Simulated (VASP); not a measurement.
# Ta2N (P-3m1) in VASP: further runs

Ta2N is run at these levels: r2SCAN, r2SCAN+D3(BJ), PBEsol, PBEsol-based screened hybrid with 25 % exact exchange; tasks: single point.

Program: VASP 6.6.1. These are calculated values, not measurements. Logs are shortened: lines on timing, memory, paths and dates and some standing lists are left out, and cuts for length are marked.

### 1 The cell of the first run

It takes space group P-3m1 (No. 164, trigonal). Conventional cell: a = 3.071 Å, b = 3.071 Å, c = 4.904 Å, α = 90.00°, β = 90.00°, γ = 120.00°. Within 3.1 Å of Ta (site symmetry 3m) lie 3 N at 2.18 Å and 12 Ta at 2.97 to 3.08 Å. Within 2.9 Å of N (site symmetry -3m) lie 6 Ta at 2.18 Å.

### 2 Single point, r2SCAN

Contents of POSCAR:

```
Ta2N
1.0
    3.0708767897      0.0000000000      0.0000000000
   -1.5354383949      2.6594573118      0.0000000000
    0.0000000000      0.0000000000      4.9036442980
Ta N
2 1
Direct
    0.3333333333      0.6666666667      0.2572897617
    0.6666666667      0.3333333333      0.7427102383
    0.0000000000      0.0000000000      0.0000000000
```

Contents of INCAR.step1:

```
  ALGO = Normal
  EDIFF = 1E-4
  ENCUT = 520
  GGA = PE
  ISMEAR = -1
  LASPH = True
  LCHARG = False
  LREAL = False
  LWAVE = True
  NBANDS = 20
  NELM = 80
  PREC = Accurate
  SIGMA = 0.05
```

Contents of INCAR.step2:

```
  ALGO = Normal
  EDIFF = 1E-6
  ENCUT = 520
  ISIF = 2
  ISMEAR = -1
  ISTART = 1
  LASPH = True
  LCHARG = False
  LMIXTAU = True
  LREAL = False
  LWAVE = False
  METAGGA = R2SCAN
  NBANDS = 20
  NELM = 80
  PREC = Accurate
  SIGMA = 0.05
```

Contents of KPOINTS:

```
k-points
0
Gamma
  10 10 6
```

Potentials or basis: VASP PAW PBE potentials, release 64 (Ta_pv, N).

Command:

```bash
$ cat potpaw_PBE.64/Ta_pv/POTCAR potpaw_PBE.64/N/POTCAR > POTCAR
$ cp INCAR.step1 INCAR
$ mpirun -np 1 vasp_std > vasp.out
$ cp INCAR.step2 INCAR
$ mpirun -np 1 vasp_std > vasp.out
```

OUTCAR:

```text
EDIFF = 1E-6
   ENCUT = 520
   ISIF = 2
   ISMEAR = -1
   ISTART = 1
   LASPH = True
   LREAL = False
   METAGGA = R2SCAN
   NELM = 80
   PREC = Accurate

 ion  position               nearest neighbor table
   1  0.333  0.667  0.257-   3 2.18   3 2.18   3 2.18   2 2.97   2 2.97   2 2.97   2 3.08   2 3.08
                             2 3.08
   2  0.667  0.333  0.743-   3 2.18   3 2.18   3 2.18   1 2.97   1 2.97   1 2.97   1 3.08   1 3.08
                             1 3.08
   3  0.000  0.000  0.000-   1 2.18   2 2.18   2 2.18   1 2.18   2 2.18   1 2.18

  LATTYP: Found a hexagonal cell.
 ALAT       =     3.0708767897
 C/A-ratio  =     1.5968222217

  Lattice vectors:

 A1 = (   3.0708767897,   0.0000000000,   0.0000000000)
 A2 = (  -1.5354383949,   2.6594573118,   0.0000000000)
 A3 = (   0.0000000000,   0.0000000000,   4.9036442980)

Analysis of symmetry for initial positions (statically):
=====================================================================
 Subroutine PRICEL returns:
 Original cell was already a primitive cell.

 Routine SETGRP: Setting up the symmetry group for a
 hexagonal supercell.

 Subroutine GETGRP returns: Found 12 space group operations
 (whereof 12 operations were pure point group operations)
 out of a pool of 24 trial point group operations.

The static configuration has the point symmetry D_3d.

Analysis of symmetry for dynamics (positions and initial velocities):
=====================================================================
 Subroutine PRICEL returns:
 Original cell was already a primitive cell.

 Routine SETGRP: Setting up the symmetry group for a
 hexagonal supercell.

 Subroutine GETGRP returns: Found 12 space group operations
 (whereof 12 operations were pure point group operations)
 out of a pool of 24 trial point group operations.

The dynamic configuration has the point symmetry D_3d.

 Subroutine INISYM returns: Found 12 space group operations
 (whereof 12 operations are pure point group operations),
 and found     1 'primitive' translations

----------------------------------------------------------------------------------------

                                     Primitive cell

  volume of cell :      40.0474

  direct lattice vectors                    reciprocal lattice vectors
     3.070876790  0.000000000  0.000000000     0.325639897  0.188008282  0.000000000
    -1.535438395  2.659457312  0.000000000     0.000000000  0.376016564  0.000000000
     0.000000000  0.000000000  4.903644298     0.000000000  0.000000000  0.203929963

  length of vectors
     3.070876790  3.070876790  4.903644298     0.376016564  0.376016564  0.203929963

  position of ions in fractional coordinates (direct lattice)
     0.333333333  0.666666667  0.257289762
     0.666666667  0.333333333  0.742710238
     0.000000000  0.000000000  0.000000000

  ion indices of the primitive-cell ions
   primitive index   ion index
                 1           1
                 2           2
                 3           3

----------------------------------------------------------------------------------------

 KPOINTS: k-points

Automatic generation of k-mesh.
 Grid dimensions read from file:
 generate k-points for:   10   10    6

 Generating k-lattice:

  Cartesian coordinates                     Fractional coordinates (reciprocal lattice)
     0.032563990  0.018800828  0.000000000     0.100000000  0.000000000  0.000000000
     0.000000000  0.037601656  0.000000000     0.000000000  0.100000000  0.000000000
     0.000000000  0.000000000  0.033988327     0.000000000  0.000000000  0.166666667

  Length of vectors
     0.037601656  0.037601656  0.033988327

  Shift w.r.t. Gamma in fractional coordinates (k-lattice)
     0.000000000  0.000000000  0.000000000

 Subroutine IBZKPT returns following result:
 ===========================================

 Found     72 irreducible k-points:

 Following reciprocal coordinates:
            Coordinates               Weight
  0.000000  0.000000  0.000000      1.000000
  0.100000 -0.000000  0.000000      6.000000
  0.200000 -0.000000  0.000000      6.000000
  0.300000 -0.000000  0.000000      6.000000
  0.400000  0.000000  0.000000      6.000000
  0.500000 -0.000000  0.000000      3.000000
[... 16 lines left out ...]
  0.000000  0.400000  0.166667      6.000000
  0.500000 -0.000000  0.166667      6.000000
 [... further k-points ...]
   k-points           NKPTS =     72   k-points in BZ     NKDIM =     72   number of bands    NBANDS=     20
   number of dos      NEDOS =    301   number of ions     NIONS =      3
   total plane-waves  NPLWV =  20736
   dimension x,y,z NGX =    24 NGY =   24 NGZ =   36
   dimension x,y,z NGXF=    48 NGYF=   48 NGZF=   72
   ions per type =               2   1
   NGX,Y,Z   is equivalent  to a cutoff of  12.99, 12.99, 12.20 a.u.
   NGXF,Y,Z  is equivalent  to a cutoff of  25.99, 25.99, 24.41 a.u.
 SYSTEM =  unknown system
   PREC   = accura    normal or accurate (medium, high low for compatibility)
   ISTART =      1    job   : 0-new  1-cont  2-samecut
   ICHARG =      0    charge: 1-file 2-atom 10-const
   ISPIN  =      1    spin polarized calculation?
   LNONCOLLINEAR =      F non collinear calculations
   LSORBIT =      F    spin-orbit coupling
   LASPH  =      T    aspherical Exc in radial PAW
   ENCUT  =  520.0 eV  38.22 Ry    6.18 a.u.   5.71  5.71  9.12*2*pi/ulx,y,z
   NELM   =     80;   NELMIN=  2; NELMDL=  0     # of ELM steps
   EDIFF  = 0.1E-05   stopping-criterion for ELM
   LREAL  =      F    real-space projection
   EDIFFG = 0.1E-04   stopping-criterion for IOM
   NSW    =      0    number of steps for IOM
   IBRION =     -1    ionic relax: 0-MD 1-quasi-New 2-CG
   NFREE  =      0    steps in history (QN), initial steepest desc. (CG)
   ISIF   =      2    stress and relaxation
   ISYM   =      2    0-nonsym 1-usesym 2-fastsym
   POTIM  = 0.5000    time-step for ionic-motion
   TEBEG  =    0.0;   TEEND  =   0.0 temperature during run
   PSTRESS=    0.0 pullay stress
   NELECT =      27.0000    total number of electrons
   NUPDOWN=      -1.0000    fix difference up-down
   EMIN   =  10.00;   EMAX   =-10.00  energy-range for DOS
   EFERMI =   0.00;   METHOD = LEGACY
   ISMEAR =    -1;   SIGMA  =   0.05  broadening in eV -4-tet -1-fermi 0-gaus
   EFERMI_NEDOS =   21; number of points for ismear=-14 and -15
   IALGO  =     38    algorithm
   IMIX   =      4    mixing-type and parameters
     AMIX     =   0.40;   BMIX     =  1.00
     AMIX_MAG =   1.60;   BMIX_MAG =  1.00
  volume/ion in A,a.u.               =      13.35        90.08
  Fermi-wavevector in a.u.,A,eV,Ry     =   1.435505  2.712711 28.037169  2.060674
  Thomas-Fermi vector in A             =   2.554796
   LORBIT       =      0    0 simple, 1 ext, 2 COOP (PROOUT), +10 PAW based schemes
   METAGGA = R2SCAN    functional components
   LHFCALC =     F    Hartree Fock is set to
   AEXX    =    0.0000 exact exchange contribution
   IVDW    =     0    specifies the selected vdW correction
   LEPSILON=     F    determine dielectric tensor
   LRPA    =     F    only Hartree local field effects (RPA)
 non-spin polarized calculation
  energy-cutoff  :      520.00
  volume of cell :       40.05
 maximum number of plane-waves:      1092
 NGX is ok and might be reduce to    24
   NGX = 11   NGY = 11   NGZ = 19

 number of electron      26.9999999 magnetization

 Free energy of the ion-electron system (eV)
  ---------------------------------------------------
  ext. energy  EPLUGINS =         0.00000000
  ---------------------------------------------------
  free energy    TOTEN  =      -109.03526074 eV

  energy without entropy =     -109.02498907  energy(sigma->0) =     -109.03012491

 E-fermi :   7.6903     XC(G=0): -14.0366

 val. band max:        7.6868055639   @ k =   0.1000  -0.0000   0.0000
 cond. band min:       7.7406637513   @ k =   0.2000   0.1000   0.3333
 fundamental gap:      0.0538581873
 Fermi energy:         7.6903259776

 k-point     1 :       0.0000    0.0000    0.0000
  band No.  band energies     occupation
      1     -29.3894      2.00000
      2     -28.5544      2.00000
      3     -28.5544      2.00000
      4     -28.4306      2.00000
      5     -28.4306      2.00000
      6     -28.3614      2.00000
[... 12 lines left out ...]
     19       8.8360      0.00000
     20      12.9385      0.00000

 k-point     2 :       0.1000   -0.0000    0.0000
  band No.  band energies     occupation
      1     -29.3559      2.00000
      2     -28.6246      2.00000
      3     -28.5782      2.00000
      4     -28.5003      2.00000
      5     -28.4369      2.00000
      6     -28.3712      2.00000
[... 12 lines left out ...]
     19       9.6063      0.00000
     20      12.8996      0.00000

 k-point     3 :       0.2000   -0.0000    0.0000
  band No.  band energies     occupation
      1     -29.2626      2.00000
      2     -28.8074      2.00000
      3     -28.6728      2.00000
      4     -28.6362      2.00000
      5     -28.4573      2.00000
      6     -28.4051      2.00000
[... 12 lines left out ...]
     19      11.3457      0.00000
     20      12.4891      0.00000

 k-point     4 :       0.3000   -0.0000    0.0000
  band No.  band energies     occupation
      1     -29.1345      2.00000
      2     -29.0281      2.00000
      3     -28.8697      2.00000
      4     -28.7027      2.00000
      5     -28.4868      2.00000
      6     -28.4664      2.00000
[... 12 lines left out ...]
     19      12.0479      0.00000
     20      13.1568      0.00000

 k-point     5 :       0.4000    0.0000    0.0000
  band No.  band energies     occupation
      1     -29.2195      2.00000
      2     -29.0251      2.00000
      3     -28.9799      2.00000
      4     -28.7539      2.00000
      5     -28.5468      2.00000
      6     -28.5126      2.00000
[... 12 lines left out ...]
     19      12.0846      0.00000
     20      12.8248      0.00000

 k-point     6 :       0.5000   -0.0000    0.0000
  band No.  band energies     occupation
      1     -29.2865      2.00000
      2     -29.0783      2.00000
      3     -28.9116      2.00000
      4     -28.7730      2.00000
      5     -28.5966      2.00000
      6     -28.5228      2.00000
[... 12 lines left out ...]
     19      12.2461      0.00000
     20      12.3616      0.00000

 k-point     7 :       0.1000    0.1000    0.0000
  band No.  band energies     occupation
      1     -29.2924      2.00000
      2     -28.7278      2.00000
      3     -28.6845      2.00000
      4     -28.5645      2.00000
      5     -28.4650      2.00000
      6     -28.3930      2.00000
[... 12 lines left out ...]
     19      10.9562      0.00000
     20      12.6252      0.00000
[... 277 lines left out ...]
 k-point    20 :       0.3000   -0.0000    0.1667
  band No.  band energies     occupation
      1     -29.1403      2.00000
      2     -28.9921      2.00000
      3     -28.8990      2.00000
      4     -28.6923      2.00000
      5     -28.4976      2.00000
      6     -28.4685      2.00000
[... 12 lines left out ...]
     19      12.1745      0.00000
     20      12.5280      0.00000

 k-point    21 :       0.0000    0.3000    0.1667
  band No.  band energies     occupation
      1     -29.1977      2.00000
      2     -28.9551      2.00000
      3     -28.8598      2.00000
      4     -28.6849      2.00000
      5     -28.5053      2.00000
      6     -28.4854      2.00000
[... 12 lines left out ...]
     19      11.6187      0.00000
     20      13.5895      0.00000

 k-point    22 :       0.4000    0.0000    0.1667
  band No.  band energies     occupation
      1     -29.2390      2.00000
      2     -29.0893      2.00000
      3     -28.9102      2.00000
      4     -28.7402      2.00000
      5     -28.5303      2.00000
      6     -28.5269      2.00000
[... 12 lines left out ...]
     19      12.4335      0.00000
     20      12.8897      0.00000

 k-point    23 :       0.0000    0.4000    0.1667
  band No.  band energies     occupation
      1     -29.2795      2.00000
      2     -29.0669      2.00000
      3     -28.8742      2.00000
      4     -28.7362      2.00000
      5     -28.5468      2.00000
      6     -28.5312      2.00000
[... 12 lines left out ...]
     19      12.1360      0.00000
     20      14.1728      0.00000

 k-point    24 :       0.5000   -0.0000    0.1667
  band No.  band energies     occupation
      1     -29.3175      2.00000
      2     -29.1273      2.00000
      3     -28.8472      2.00000
      4     -28.7567      2.00000
      5     -28.5765      2.00000
      6     -28.5398      2.00000
[... 12 lines left out ...]
     19      12.4637      0.00000
     20      13.3174      0.00000

 [... further k-points ...]

------------------------ aborting loop because EDIFF is reached ----------------------------------------

  FORCE on cell =-STRESS in cart. coord.  units (eV):
  Direction    XX          YY          ZZ          XY          YZ          ZX
  --------------------------------------------------------------------------------------
  -------------------------------------------------------------------------------------
  Total        0.2777619      0.2777619      0.2328784     -0.0000000      0.0000000      0.0000000
  in kB       11.1124247     11.1124247      9.3167693     -0.0000000      0.0000000      0.0000000
  external PRESSURE =      10.5138729 kB  Pullay stress =       0.0000000 kB

 VOLUME and BASIS-vectors are now :
 -----------------------------------------------------------------------------
  energy-cutoff  :      520.00
  volume of cell :       40.05
      direct lattice vectors                 reciprocal lattice vectors
     3.070876790  0.000000000  0.000000000     0.325639897  0.188008282  0.000000000
    -1.535438395  2.659457312  0.000000000     0.000000000  0.376016564  0.000000000
     0.000000000  0.000000000  4.903644298     0.000000000  0.000000000  0.203929963

 POSITION                                       TOTAL-FORCE (eV/Angst)
 -----------------------------------------------------------------------------------
     -0.00000      1.77297      1.26166         0.000000      0.000000      0.077281
      1.53544      0.88649      3.64199         0.000000     -0.000000     -0.077281
      0.00000      0.00000      0.00000        -0.000000      0.000000      0.000000
 -----------------------------------------------------------------------------------
    total drift:                               -0.000000      0.000000     -0.000000

  FREE ENERGIE OF THE ION-ELECTRON SYSTEM (eV)
  ---------------------------------------------------
  free  energy   TOTEN  =      -109.0352607450 eV

  energy  without entropy=     -109.0249890719  energy(sigma->0) =     -109.03012491
```

It took 2.3 min on 1 thread of Intel Xeon 8259CL, shared host; peak memory 0.2 GiB.

Results:

```
Free energy            : -109.0353 eV
Pressure               : 1.1 GPa
Largest force          : 0.077 eV/Å
Band gap on the k mesh : zero (an odd number of electrons rules out a gap without spin polarisation)
```

Forces on the atoms (eV/Å):
```
Ta   0.000  0.000  0.077
Ta   0.000  0.000 -0.077
N    0.000  0.000  0.000
```

Caveat: the PAW data sets were made with another functional, which shifts forces and pressure a little; spin-orbit coupling is left out, which moves the levels of the heavy elements.

[end of part 1 of 3]
